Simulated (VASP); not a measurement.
# CaO (P6_3/mmc) in VASP: relaxation of cell and atoms with LDA

Aim: the relaxation of cell and atoms of CaO with LDA.

Program: VASP 6.6.1. These are calculated values, not measurements. Logs are shortened: lines on timing, memory, paths and dates and some standing lists are left out, and cuts for length are marked.

## (1) The cell of the first run

It takes space group P6_3/mmc (No. 194, hexagonal). The conventional cell has a = 3.346 Å, b = 3.346 Å, c = 5.867 Å, α = 90.00°, β = 90.00°, γ = 120.00°. Within 3.2 Å of Ca (site symmetry -3m) lie 6 O at 2.43 Å and 2 Ca at 2.93 Å. O (site symmetry -6m2) has 6 Ca at 2.43 Å within 3.2 Å.

## (2) Relaxation of cell and atoms, LDA

INCAR

```
PREC = Accurate
ENCUT = 600
EDIFF = 1E-6
ISMEAR = -1
SIGMA = 0.02
LREAL = False
LASPH = True
NELM = 100
ALGO = Normal
ISIF = 3
LWAVE = False
LCHARG = False
GGA = CA
IBRION = 2
NSW = 80
EDIFFG = -0.005
```

KPOINTS

```
regular mesh
0
Gamma
  12 12 4
```

POSCAR

```
CaO
1.0
    3.3458192830      0.0000000000      0.0000000000
   -1.6729096415      2.8975644955      0.0000000000
    0.0000000000      0.0000000000      5.8673173375
Ca O
2 2
Direct
    0.0000000000      0.0000000000      0.0000000000
    0.0000000000      0.0000000000      0.5000000000
    0.3333333333      0.6666666667      0.2500000000
    0.6666666667      0.3333333333      0.7500000000
```

Potentials or basis: VASP PAW LDA potentials, release 64 (Ca_sv, O).

On the command line:

```console
$ cat potpaw_LDA.64/Ca_sv/POTCAR potpaw_LDA.64/O/POTCAR > POTCAR
$ mpirun -np 1 vasp_std > vasp.out
```

OUTCAR:

```text
PREC = Accurate
   ENCUT = 600
   EDIFF = 1E-6
   ISMEAR = -1
   LREAL = False
   LASPH = True
   NELM = 100
   ISIF = 3
   GGA = CA
   IBRION = 2
   NSW = 80
   EDIFFG = -0.005

 ion  position               nearest neighbor table
   1  0.000  0.000  0.000-   3 2.43   4 2.43   3 2.43   4 2.43   4 2.43   3 2.43   2 2.93   2 2.93

   2  0.000  0.000  0.500-   3 2.43   4 2.43   3 2.43   4 2.43   4 2.43   3 2.43   1 2.93   1 2.93

   3  0.333  0.667  0.250-   1 2.43   2 2.43   1 2.43   2 2.43   1 2.43   2 2.43
   4  0.667  0.333  0.750-   1 2.43   2 2.43   1 2.43   2 2.43   1 2.43   2 2.43

  LATTYP: Found a hexagonal cell.
 ALAT       =     3.3458192830
 C/A-ratio  =     1.7536264936

  Lattice vectors:

 A1 = (   3.3458192830,   0.0000000000,   0.0000000000)
 A2 = (  -1.6729096415,   2.8975644955,   0.0000000000)
 A3 = (   0.0000000000,   0.0000000000,   5.8673173375)

Analysis of symmetry for initial positions (statically):
=====================================================================
 Subroutine PRICEL returns:
 Original cell was already a primitive cell.

 Routine SETGRP: Setting up the symmetry group for a
 hexagonal supercell.

 Subroutine GETGRP returns: Found 24 space group operations
 (whereof 12 operations were pure point group operations)
 out of a pool of 24 trial point group operations.

The static configuration has the point symmetry D_3d.
 The point group associated with its full space group is D_6h.

Analysis of symmetry for dynamics (positions and initial velocities):
=====================================================================
 Subroutine PRICEL returns:
 Original cell was already a primitive cell.

 Routine SETGRP: Setting up the symmetry group for a
 hexagonal supercell.

 Subroutine GETGRP returns: Found 24 space group operations
 (whereof 12 operations were pure point group operations)
 out of a pool of 24 trial point group operations.

The dynamic configuration has the point symmetry D_3d.
 The point group associated with its full space group is D_6h.

 Subroutine INISYM returns: Found 24 space group operations
 (whereof 12 operations are pure point group operations),
 and found     1 'primitive' translations

----------------------------------------------------------------------------------------

                                     Primitive cell

  volume of cell :      56.8820

  direct lattice vectors                    reciprocal lattice vectors
     3.345819283  0.000000000  0.000000000     0.298880458  0.172558713  0.000000000
    -1.672909641  2.897564496  0.000000000     0.000000000  0.345117426  0.000000000
     0.000000000  0.000000000  5.867317338     0.000000000  0.000000000  0.170435642

  length of vectors
     3.345819283  3.345819283  5.867317338     0.345117426  0.345117426  0.170435642

  position of ions in fractional coordinates (direct lattice)
     0.000000000  0.000000000  0.000000000
     0.000000000  0.000000000  0.500000000
     0.333333333  0.666666667  0.250000000
     0.666666667  0.333333333  0.750000000

  ion indices of the primitive-cell ions
   primitive index   ion index
                 1           1
                 2           2
                 3           3
                 4           4

----------------------------------------------------------------------------------------

 KPOINTS: regular mesh

Automatic generation of k-mesh.
 Grid dimensions read from file:
 generate k-points for:   12   12    4

 Generating k-lattice:

  Cartesian coordinates                     Fractional coordinates (reciprocal lattice)
     0.024906705  0.014379893  0.000000000     0.083333333  0.000000000  0.000000000
     0.000000000  0.028759785  0.000000000     0.000000000  0.083333333  0.000000000
     0.000000000  0.000000000  0.042608911     0.000000000  0.000000000  0.250000000

  Length of vectors
     0.028759785  0.028759785  0.042608911

  Shift w.r.t. Gamma in fractional coordinates (k-lattice)
     0.000000000  0.000000000  0.000000000

 Subroutine IBZKPT returns following result:
 ===========================================

 Found     57 irreducible k-points:

 Following reciprocal coordinates:
            Coordinates               Weight
  0.000000  0.000000  0.000000      1.000000
  0.083333  0.000000  0.000000      6.000000
  0.166667 -0.000000  0.000000      6.000000
  0.250000 -0.000000  0.000000      6.000000
  0.333333  0.000000  0.000000      6.000000
  0.416667 -0.000000  0.000000      6.000000
[... 16 lines left out ...]
  0.250000 -0.000000  0.250000     12.000000
  0.333333  0.000000  0.250000     12.000000
 [... further k-points ...]
   k-points           NKPTS =     57   k-points in BZ     NKDIM =     57   number of bands    NBANDS=     20
   number of dos      NEDOS =    301   number of ions     NIONS =      4
   total plane-waves  NPLWV =  37632
   dimension x,y,z NGX =    28 NGY =   28 NGZ =   48
   dimension x,y,z NGXF=    56 NGYF=   56 NGZF=   96
   ions per type =               2   2
   NGX,Y,Z   is equivalent  to a cutoff of  13.91, 13.91, 13.60 a.u.
   NGXF,Y,Z  is equivalent  to a cutoff of  27.83, 27.83, 27.20 a.u.
 SYSTEM =  unknown system
   PREC   = accura    normal or accurate (medium, high low for compatibility)
   ISTART =      0    job   : 0-new  1-cont  2-samecut
   ICHARG =      2    charge: 1-file 2-atom 10-const
   ISPIN  =      1    spin polarized calculation?
   LNONCOLLINEAR =      F non collinear calculations
   LSORBIT =      F    spin-orbit coupling
   LASPH  =      T    aspherical Exc in radial PAW
   ENCUT  =  600.0 eV  44.10 Ry    6.64 a.u.   6.68  6.68 11.72*2*pi/ulx,y,z
   NELM   =    100;   NELMIN=  2; NELMDL= -5     # of ELM steps
   EDIFF  = 0.1E-05   stopping-criterion for ELM
   LREAL  =      F    real-space projection
   EDIFFG = -.5E-02   stopping-criterion for IOM
   NSW    =     80    number of steps for IOM
   IBRION =      2    ionic relax: 0-MD 1-quasi-New 2-CG
   NFREE  =      1    steps in history (QN), initial steepest desc. (CG)
   ISIF   =      3    stress and relaxation
   ISYM   =      2    0-nonsym 1-usesym 2-fastsym
   POTIM  = 0.5000    time-step for ionic-motion
   TEBEG  =    0.0;   TEEND  =   0.0 temperature during run
   PSTRESS=    0.0 pullay stress
   NELECT =      32.0000    total number of electrons
   NUPDOWN=      -1.0000    fix difference up-down
   EMIN   =  10.00;   EMAX   =-10.00  energy-range for DOS
   EFERMI =   0.00;   METHOD = LEGACY
   ISMEAR =    -1;   SIGMA  =   0.02  broadening in eV -4-tet -1-fermi 0-gaus
   EFERMI_NEDOS =   21; number of points for ismear=-14 and -15
   IALGO  =     38    algorithm
   IMIX   =      4    mixing-type and parameters
     AMIX     =   0.40;   BMIX     =  1.00
     AMIX_MAG =   1.60;   BMIX_MAG =  1.00
  volume/ion in A,a.u.               =      14.22        95.96
  Fermi-wavevector in a.u.,A,eV,Ry     =   1.351449  2.553869 24.849889  1.826415
  Thomas-Fermi vector in A             =   2.478870
   LORBIT       =      0    0 simple, 1 ext, 2 COOP (PROOUT), +10 PAW based schemes
   GGA     = CA    functional components
   LHFCALC =     F    Hartree Fock is set to
   AEXX    =    0.0000 exact exchange contribution
   IVDW    =     0    specifies the selected vdW correction
   LEPSILON=     F    determine dielectric tensor
   LRPA    =     F    only Hartree local field effects (RPA)
 conjugate gradient relaxation of ions
 non-spin polarized calculation
  energy-cutoff  :      600.00
  volume of cell :       56.88
 maximum number of plane-waves:      1931
 NGX is ok and might be reduce to    28
   NGX = 13   NGY = 13   NGZ = 23

--------------------------------------- Ionic step        1  -------------------------------------------

 number of electron      31.9999998 magnetization

 Free energy of the ion-electron system (eV)
  ---------------------------------------------------
  ext. energy  EPLUGINS =         0.00000000
  ---------------------------------------------------
  free energy    TOTEN  =       -27.69245917 eV

  energy without entropy =      -27.69245917  energy(sigma->0) =      -27.69245917

------------------------ aborting loop because EDIFF is reached ----------------------------------------

  FORCE on cell =-STRESS in cart. coord.  units (eV):
  Direction    XX          YY          ZZ          XY          YZ          ZX
  --------------------------------------------------------------------------------------
  -------------------------------------------------------------------------------------
  Total       -2.6365002     -2.6365002     -2.9054814     -0.0000000      0.0000000      0.0000000
  in kB      -74.2614159    -74.2614158    -81.8377170     -0.0000000      0.0000000      0.0000000
  external PRESSURE =     -76.7868496 kB  Pullay stress =       0.0000000 kB
[... 213 lines left out ...]
  energy  without entropy=      -27.7947656654  energy(sigma->0) =      -27.79476567

--------------------------------------- Ionic step        7  -------------------------------------------

 number of electron      32.0000000 magnetization

 Free energy of the ion-electron system (eV)
  ---------------------------------------------------
  ext. energy  EPLUGINS =         0.00000000
  ---------------------------------------------------
  free energy    TOTEN  =       -27.79476687 eV

  energy without entropy =      -27.79476687  energy(sigma->0) =      -27.79476687

 E-fermi :   2.8704     XC(G=0): -11.2560

 val. band max:        2.4437288648   @ k =   0.0000   0.0000   0.0000
 cond. band min:       6.1515913146   @ k =   0.0000   0.0000   0.0000
 fundamental gap:      3.7078624498
 Fermi energy:         2.8703910888

 k-point     1 :       0.0000    0.0000    0.0000
  band No.  band energies     occupation
      1     -34.8806      2.00000
      2     -34.6630      2.00000
      3     -17.5181      2.00000
      4     -15.8672      2.00000
      5     -15.8672      2.00000
      6     -15.7019      2.00000
[... 12 lines left out ...]
     19       8.8565      0.00000
[... 513 lines left out ...]
      4     -16.7161      2.00000
      5     -16.3061      2.00000
      6     -15.9771      2.00000
[... 12 lines left out ...]
     19       9.0374      0.00000
     20       9.9653      0.00000

 [... further k-points ...]

------------------------ aborting loop because EDIFF is reached ----------------------------------------

  FORCE on cell =-STRESS in cart. coord.  units (eV):
  Direction    XX          YY          ZZ          XY          YZ          ZX
  --------------------------------------------------------------------------------------
  -------------------------------------------------------------------------------------
  Total       -0.0175115     -0.0175115      0.0005001      0.0000000      0.0000000      0.0000000
  in kB       -0.5303445     -0.5303445      0.0151450      0.0000000      0.0000000      0.0000000
  external PRESSURE =      -0.3485147 kB  Pullay stress =       0.0000000 kB
[... 19 lines left out ...]
  FREE ENERGIE OF THE ION-ELECTRON SYSTEM (eV)
  ---------------------------------------------------
  free  energy   TOTEN  =       -27.7947668747 eV

  energy  without entropy=      -27.7947668747  energy(sigma->0) =      -27.79476687

 reached required accuracy - stopping structural energy minimisation
```

Run time: 2 min. Hardware: 1 thread of AMD EPYC 9R45 (Zen 5), shared host; peak memory 0.18 GiB.

What came out:

```yaml
Free_energy: -27.7948 eV
Relaxed_volume: 13.23 Å³/atom
Relaxed_cell: a = 3.266 Å, b = 3.266 Å, c = 5.725 Å, α = 90.00°, β = 90.00°, γ = 120.00°
Space_group_after_relaxing_to_0.1_Å: P6_3/mmc (No. 194)
Energy_gained_by_relaxing: 25.6 meV/atom
Ionic_steps: 7
Pressure_after_relaxing: 0.0 GPa
Band_gap_on_the_k_mesh: 3.71 eV
```

The path:
| step | energy change (eV) | largest force (eV/Å) | pressure (GPa) | volume (Å³) |
| --- | --- | --- | --- | --- |
| 1 | 0.0000 | 0.0000 | -7.68 | 56.88 |
| 2 | -0.0861 | 0.0000 | 3.66 | 51.45 |
| 3 | -0.1022 | 0.0000 | -0.02 | 52.90 |
| 4 | -0.1021 | 0.0000 | 0.16 | 52.82 |
| 5 | -0.1023 | 0.0000 | -0.06 | 52.91 |
| 6 | -0.1023 | 0.0000 | -0.06 | 52.91 |
| 7 | -0.1023 | 0.0000 | -0.03 | 52.90 |

Final structure:
```
Ca O
1.0
     3.26649    0.00000    0.00000
    -1.63325    2.82887    0.00000
     0.00000    0.00000    5.72509
Ca O
2 2
Direct
  0.00000 0.00000 0.00000
  0.00000 0.00000 0.50000
  0.33333 0.66667 0.25000
  0.66667 0.33333 0.75000
```

Levels at points of the mesh, in eV from the valence-band top:
| k point | band 14 | band 15 | band 16 | band 17 | band 18 | band 19 |
| --- | --- | --- | --- | --- | --- | --- |
| (0.00, 0.00, 0.00) | -0.24 | 0.00 | 0.00 | 3.71 | 5.13 | 6.41 |
| (0.50, 0.00, 0.00) | -1.25 | -0.78 | -0.35 | 3.76 | 5.91 | 7.21 |
| (0.00, 0.00, 0.50) | -0.65 | -0.65 | -0.65 | 5.89 | 5.89 | 7.00 |
| (0.50, 0.00, 0.50) | -1.16 | -0.87 | -0.87 | 4.99 | 4.99 | 8.35 |
